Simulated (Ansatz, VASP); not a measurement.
# Two plane-wave programs on C

Contents of INCAR:

```
  PREC = Accurate
  ENCUT = 600
  EDIFF = 1E-6
  ISMEAR = 0
  SIGMA = 0.1
  LREAL = False
  LASPH = True
  NELM = 80
  ALGO = Normal
  ISIF = 3
  LWAVE = False
  LCHARG = False
  GGA = PE
  IBRION = 2
  NSW = 90
  EDIFFG = -0.04
```

Contents of KPOINTS:

```
regular mesh
0
Gamma
  10 10 6
```

POSCAR

```
C
1.0
    1.7277330500      0.0000000000      0.0000000000
    0.0000000000      1.7277330500      0.0000000000
    0.0000000000      0.0000000000      3.7356940900
C
2
Direct
    0.0000000000      0.0000000000      0.8136955500
    0.0000000000      0.0000000000      0.1863044500
```

Input for Ansatz:

```yaml
crystal:
  lattice:
    - [1.72773305, 0.0, 0.0]
    - [0.0, 1.72773305, 0.0]
    - [0.0, 0.0, 3.73569409]
  atoms:
    - { symbol: C, position: [0.0, 0.0, 0.81369555] }
    - { symbol: C, position: [0.0, 0.0, 0.18630445] }
basis:
  ecutwfc: 420
kpoints:
  mp_grid: { grid: [10, 10, 6] }
hamiltonian:
  xc: pbe
scf:
  occupations: { method: gaussian, width: 0.1 }
  lower_state_search: "off"
output:
  forces: true
  stress: true
  eigenvalues: true
relax:
  adjacent_minimum: "off"
  f_tol: 0.04
  max_steps: 70
  cell: { stress_tol: 0.4 }
```

Alike in both runs: task relaxation of cell and atoms; functional PBE; k mesh 10 × 10 × 6; occupations gaussian, width 0.1 eV; no spin polarisation.

```csv
,VASP,Ansatz
version,VASP 6.6.1,Ansatz 0.2.0
potentials or method,"VASP PAW PBE potentials, release 64 (C), cutoff 600 eV","scalar-relativistic, plane waves, PAW"
valence electrons in the cell,8,8
```

|  | VASP | Ansatz | Ansatz less VASP |
| --- | --- | --- | --- |
| gap on the k mesh at the Fermi level, each at its own relaxed structure (eV) | none | none | - |
| relaxed volume (Å³/atom) | 7.02 | 8.24 | +1.217 |
| relaxed cell length with the largest relative difference (Å) | 4.387 | 5.141 | +0.7544 |

A gap of «none» marks a metal or a gap that the smearing closes. One of these differences is far larger than is usual between the two programs; its cause wasn't traced.

The k mesh is coarse, so the values compare programs but aren't converged. Noted on VASP's run: the volume moved by over 15 % at a fixed basis, so the end points are rough.
